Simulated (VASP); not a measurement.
# GaSi (Fd-3m) in VASP: a series of runs

GaSi is run at these levels: r2SCAN; tasks: relaxation of cell and atoms, single point.

Everything below comes from runs of VASP 6.6.1. Logs are shortened: lines on timing, memory, paths and dates and some standing lists are left out, and cuts for length are marked.

## Step 1: The cell of the first run

It takes space group Fd-3m (No. 227, cubic). Conventional cell: a = 6.536 Å, b = 6.536 Å, c = 6.536 Å, α = 90.00°, β = 90.00°, γ = 90.00°. Within 3.7 Å of Ga (site symmetry -43m) lie 4 Ga at 2.83 Å and 10 Si at 2.83 to 3.27 Å. Within 3.7 Å of Si (site symmetry -43m) lie 10 Ga at 2.83 to 3.27 Å and 4 Si at 2.83 Å.

## Step 2: Relaxation of cell and atoms, r2SCAN

Contents of POSCAR:

```
GaSi
1.0
    0.0000000000      3.2678989370      3.2678989370
    3.2678989370      0.0000000000      3.2678989370
    3.2678989370      3.2678989370      0.0000000000
Ga Si
2 2
Direct
    0.5000000000      0.5000000000      0.5000000000
    0.7500000000      0.7500000000      0.7500000000
    0.0000000000      0.0000000000      0.0000000000
    0.2500000000      0.2500000000      0.2500000000
```

Contents of INCAR.step1:

```
SYSTEM = GaSi
PREC = Accurate
ENCUT = 600
ISMEAR = 0
SIGMA = 0.1
LREAL = .FALSE.
LASPH = .TRUE.
NELM = 100
GGA = PE
ALGO = Normal
EDIFF = 1E-4
LWAVE = .TRUE.
LCHARG = .FALSE.
```

Contents of INCAR.step2:

```
SYSTEM = GaSi
PREC = Accurate
ENCUT = 600
EDIFF = 1E-7
ISMEAR = 0
SIGMA = 0.1
LREAL = .FALSE.
LASPH = .TRUE.
NELM = 100
ALGO = Normal
ISIF = 3
LWAVE = .FALSE.
LCHARG = .FALSE.
METAGGA = R2SCAN
LMIXTAU = .TRUE.
IBRION = 2
NSW = 90
EDIFFG = -0.04
ISTART = 1
```

Contents of KPOINTS:

```
Automatic mesh
0
G
  4 4 4
  0 0 0
```

Potentials or basis: VASP PAW PBE potentials, release 64 (Ga_d, Si).

Run with:

```
cat potpaw_PBE.64/Ga_d/POTCAR potpaw_PBE.64/Si/POTCAR > POTCAR
cp INCAR.step1 INCAR
mpirun -np 1 vasp_std > vasp.out
cp INCAR.step2 INCAR
mpirun -np 1 vasp_std > vasp.out
```

OUTCAR:

```text
SYSTEM = GaSi
   PREC = Accurate
   ENCUT = 600
   EDIFF = 1E-7
   ISMEAR = 0
   LREAL = .FALSE.
   LASPH = .TRUE.
   NELM = 100
   ISIF = 3
   METAGGA = R2SCAN
   IBRION = 2
   NSW = 90
   EDIFFG = -0.04
   ISTART = 1

 ion  position               nearest neighbor table
   1  0.500  0.500  0.500-   4 2.83   4 2.83   4 2.83   2 2.83   4 2.83   2 2.83   2 2.83   2 2.83

   2  0.750  0.750  0.750-   1 2.83   1 2.83   1 2.83   1 2.83   3 2.83   3 2.83   3 2.83   3 2.83

   3  0.000  0.000  0.000-   2 2.83   2 2.83   2 2.83   2 2.83   4 2.83   4 2.83   4 2.83   4 2.83

   4  0.250  0.250  0.250-   3 2.83   3 2.83   3 2.83   1 2.83   3 2.83   1 2.83   1 2.83   1 2.83

  LATTYP: Found a face centered cubic cell.
 ALAT       =     6.5357978740

  Lattice vectors:

 A1 = (   0.0000000000,   3.2678989370,   3.2678989370)
 A2 = (   3.2678989370,   0.0000000000,   3.2678989370)
 A3 = (   3.2678989370,   3.2678989370,   0.0000000000)

Analysis of symmetry for initial positions (statically):
=====================================================================
 Subroutine PRICEL returns:
 Original cell was already a primitive cell.

 Routine SETGRP: Setting up the symmetry group for a
 face centered cubic supercell.

 Subroutine GETGRP returns: Found 48 space group operations
 (whereof 24 operations were pure point group operations)
 out of a pool of 48 trial point group operations.

The static configuration has the point symmetry T_d .
 The point group associated with its full space group is O_h .

Analysis of symmetry for dynamics (positions and initial velocities):
=====================================================================
 Subroutine PRICEL returns:
 Original cell was already a primitive cell.

 Routine SETGRP: Setting up the symmetry group for a
 face centered cubic supercell.

 Subroutine GETGRP returns: Found 48 space group operations
 (whereof 24 operations were pure point group operations)
 out of a pool of 48 trial point group operations.

The dynamic configuration has the point symmetry T_d .
 The point group associated with its full space group is O_h .

 Subroutine INISYM returns: Found 48 space group operations
 (whereof 24 operations are pure point group operations),
 and found     1 'primitive' translations

----------------------------------------------------------------------------------------

                                     Primitive cell

  volume of cell :      69.7969

  direct lattice vectors                    reciprocal lattice vectors
     0.000000000  3.267898937  3.267898937    -0.153003508  0.153003508  0.153003508
     3.267898937  0.000000000  3.267898937     0.153003508 -0.153003508  0.153003508
     3.267898937  3.267898937  0.000000000     0.153003508  0.153003508 -0.153003508

  length of vectors
     4.621506997  4.621506997  4.621506997     0.265009849  0.265009849  0.265009849

  position of ions in fractional coordinates (direct lattice)
     0.500000000  0.500000000  0.500000000
     0.750000000  0.750000000  0.750000000
     0.000000000  0.000000000  0.000000000
     0.250000000  0.250000000  0.250000000

  ion indices of the primitive-cell ions
   primitive index   ion index
                 1           1
                 2           2
                 3           3
                 4           4

----------------------------------------------------------------------------------------

 KPOINTS: Automatic mesh

Automatic generation of k-mesh.
 Grid dimensions read from file:
 generate k-points for:    4    4    4

 Generating k-lattice:
[... 48 lines left out ...]
   NSW    =     90    number of steps for IOM
   IBRION =      2    ionic relax: 0-MD 1-quasi-New 2-CG
   NFREE  =      1    steps in history (QN), initial steepest desc. (CG)
   ISIF   =      3    stress and relaxation
   ISYM   =      2    0-nonsym 1-usesym 2-fastsym
   POTIM  = 0.5000    time-step for ionic-motion
   TEBEG  =    0.0;   TEEND  =   0.0 temperature during run
   PSTRESS=    0.0 pullay stress
   NELECT =      34.0000    total number of electrons
   NUPDOWN=      -1.0000    fix difference up-down
   EMIN   =  10.00;   EMAX   =-10.00  energy-range for DOS
   EFERMI =   0.00;   METHOD = LEGACY
   ISMEAR =     0;   SIGMA  =   0.10  broadening in eV -4-tet -1-fermi 0-gaus
   EFERMI_NEDOS =   21; number of points for ismear=-14 and -15
   IALGO  =     38    algorithm
   IMIX   =      4    mixing-type and parameters
     AMIX     =   0.40;   BMIX     =  1.00
     AMIX_MAG =   1.60;   BMIX_MAG =  1.00
  volume/ion in A,a.u.               =      17.45       117.75
  Fermi-wavevector in a.u.,A,eV,Ry     =   1.288119  2.434191 22.575461  1.659250
  Thomas-Fermi vector in A             =   2.420092
   LORBIT       =      0    0 simple, 1 ext, 2 COOP (PROOUT), +10 PAW based schemes
   METAGGA = R2SCAN    functional components
   LHFCALC =     F    Hartree Fock is set to
   AEXX    =    0.0000 exact exchange contribution
   IVDW    =     0    specifies the selected vdW correction
   LEPSILON=     F    determine dielectric tensor
   LRPA    =     F    only Hartree local field effects (RPA)
 conjugate gradient relaxation of ions
 non-spin polarized calculation
 Gauss-broadening in eV      SIGMA  =   0.10
  energy-cutoff  :      600.00
  volume of cell :       69.80
 maximum number of plane-waves:      2346
 NGX is ok and might be reduce to    40
   NGX = 19   NGY = 19   NGZ = 19

--------------------------------------- Ionic step        1  -------------------------------------------

 number of electron      33.9999994 magnetization

 Free energy of the ion-electron system (eV)
  ---------------------------------------------------
  ext. energy  EPLUGINS =         0.00000000
  ---------------------------------------------------
  free energy    TOTEN  =       -38.07886296 eV

  energy without entropy =      -38.06364977  energy(sigma->0) =      -38.07125637

------------------------ aborting loop because EDIFF is reached ----------------------------------------

  FORCE on cell =-STRESS in cart. coord.  units (eV):
  Direction    XX          YY          ZZ          XY          YZ          ZX
  --------------------------------------------------------------------------------------
  -------------------------------------------------------------------------------------
  Total       -0.3574498     -0.3574498     -0.3574498      0.0000000     -0.0000000      0.0000000
  in kB       -8.2052114     -8.2052114     -8.2052114      0.0000000     -0.0000000      0.0000000
  external PRESSURE =      -8.2052114 kB  Pullay stress =       0.0000000 kB

 VOLUME and BASIS-vectors are now :
 -----------------------------------------------------------------------------
  energy-cutoff  :      600.00
  volume of cell :       69.80
      direct lattice vectors                 reciprocal lattice vectors
     0.000000000  3.267898937  3.267898937    -0.153003508  0.153003508  0.153003508
     3.267898937  0.000000000  3.267898937     0.153003508 -0.153003508  0.153003508
     3.267898937  3.267898937  0.000000000     0.153003508  0.153003508 -0.153003508

 POSITION                                       TOTAL-FORCE (eV/Angst)
 -----------------------------------------------------------------------------------
      3.26790      3.26790      3.26790         0.000000      0.000000      0.000000
      4.90185      4.90185      4.90185        -0.000000     -0.000000     -0.000000
      0.00000      0.00000      0.00000         0.000000     -0.000000     -0.000000
      1.63395      1.63395      1.63395         0.000000     -0.000000     -0.000000
 -----------------------------------------------------------------------------------
    total drift:                               -0.000000     -0.000000      0.000000

  FREE ENERGIE OF THE ION-ELECTRON SYSTEM (eV)
  ---------------------------------------------------
  free  energy   TOTEN  =       -38.0788629631 eV

  energy  without entropy=      -38.0636497693  energy(sigma->0) =      -38.07125637

--------------------------------------- Ionic step        2  -------------------------------------------

 number of electron      34.0000000 magnetization

 Free energy of the ion-electron system (eV)
  ---------------------------------------------------
  ext. energy  EPLUGINS =         0.00000000
  ---------------------------------------------------
  free energy    TOTEN  =       -38.08102909 eV

  energy without entropy =      -38.06581497  energy(sigma->0) =      -38.07342203

 E-fermi :   7.1072     XC(G=0): -11.9329

 val. band max:        6.8120628629   @ k =   0.2500   0.0000   0.0000
 cond. band min:       7.1646605603   @ k =   0.5000   0.2500   0.0000
 fundamental gap:      0.3525976975
 Fermi energy:         7.1072292061

 k-point     1 :       0.0000    0.0000    0.0000
  band No.  band energies     occupation
      1      -8.3363      2.00000
      2      -8.3363      2.00000
      3      -8.3363      2.00000
      4      -8.3112      2.00000
      5      -8.3112      2.00000
      6      -8.1618      2.00000
[... 181 lines left out ...]
     20      11.6033      0.00000
     21      12.3103      0.00000

------------------------ aborting loop because EDIFF is reached ----------------------------------------

  FORCE on cell =-STRESS in cart. coord.  units (eV):
  Direction    XX          YY          ZZ          XY          YZ          ZX
  --------------------------------------------------------------------------------------
  -------------------------------------------------------------------------------------
  Total        0.0424693      0.0424693      0.0424693     -0.0000000      0.0000000     -0.0000000
  in kB        0.9875939      0.9875939      0.9875939     -0.0000000      0.0000000     -0.0000000
  external PRESSURE =       0.9875939 kB  Pullay stress =       0.0000000 kB

 VOLUME and BASIS-vectors are now :
 -----------------------------------------------------------------------------
  energy-cutoff  :      600.00
  volume of cell :       68.90
      direct lattice vectors                 reciprocal lattice vectors
     0.000000000  3.253810758  3.253810758    -0.153665974  0.153665974  0.153665974
     3.253810758 -0.000000000  3.253810758     0.153665974 -0.153665974  0.153665974
     3.253810758  3.253810758  0.000000000     0.153665974  0.153665974 -0.153665974

 POSITION                                       TOTAL-FORCE (eV/Angst)
 -----------------------------------------------------------------------------------
      3.25381      3.25381      3.25381         0.000000     -0.000000      0.000000
      4.88072      4.88072      4.88072        -0.000000      0.000000     -0.000000
      3.25381      6.50762      3.25381        -0.000000     -0.000000      0.000000
      1.62691      1.62691      1.62691        -0.000000      0.000000      0.000000
 -----------------------------------------------------------------------------------
    total drift:                               -0.000000     -0.000000      0.000000

  FREE ENERGIE OF THE ION-ELECTRON SYSTEM (eV)
  ---------------------------------------------------
  free  energy   TOTEN  =       -38.0810290893 eV

  energy  without entropy=      -38.0658149683  energy(sigma->0) =      -38.07342203

 reached required accuracy - stopping structural energy minimisation
```

Run time: 4.1 min. Hardware: 1 thread of AMD EPYC 7R13 (Zen 3), shared host; peak memory 0.23 GiB.

Results:

```yaml
Free_energy: -38.0810 eV
Relaxed_volume: 17.22 Å³/atom
Relaxed_cell: a = 4.602 Å, b = 4.602 Å, c = 4.602 Å, α = 60.00°, β = 60.00°, γ = 60.00°
Space_group_after_relaxing_to_0.05_Å: Fd-3m (No. 227)
Energy_gained_by_relaxing: 0.5 meV/atom
Ionic_steps: 2
Pressure_after_relaxing: 0.1 GPa
Band_gap_on_the_k_mesh: zero (band 17 reaches 11.05 eV, above the bottom of band 18 at 5.06 eV)
```

The path:
```
step  energy change (eV)  largest force (eV/Å)  pressure (GPa)  volume (Å³)
   1              0.0000                0.0000           -0.82        69.80
   2             -0.0022                0.0000            0.10        68.90
```

Final structure:
```cif
data_structure
_symmetry_space_group_name_H-M 'P 1'
_symmetry_Int_Tables_number 1
_cell_length_a 4.6016
_cell_length_b 4.6016
_cell_length_c 4.6016
_cell_angle_alpha 60.000
_cell_angle_beta 60.000
_cell_angle_gamma 60.000
_cell_volume 68.90
loop_
_atom_site_label
_atom_site_type_symbol
_atom_site_fract_x
_atom_site_fract_y
_atom_site_fract_z
_atom_site_occupancy
Ga1 Ga 0.50000 0.50000 0.50000 1
Ga2 Ga 0.75000 0.75000 0.75000 1
Si1 Si 0.00000 0.00000 0.00000 1
Si2 Si 0.25000 0.25000 0.25000 1
```

Caveat: the k points lie up to 0.42 Å⁻¹ apart in the final cell; the PAW data sets were made with another functional, which shifts forces and pressure a little.

(Continued in part 2 of 2.)
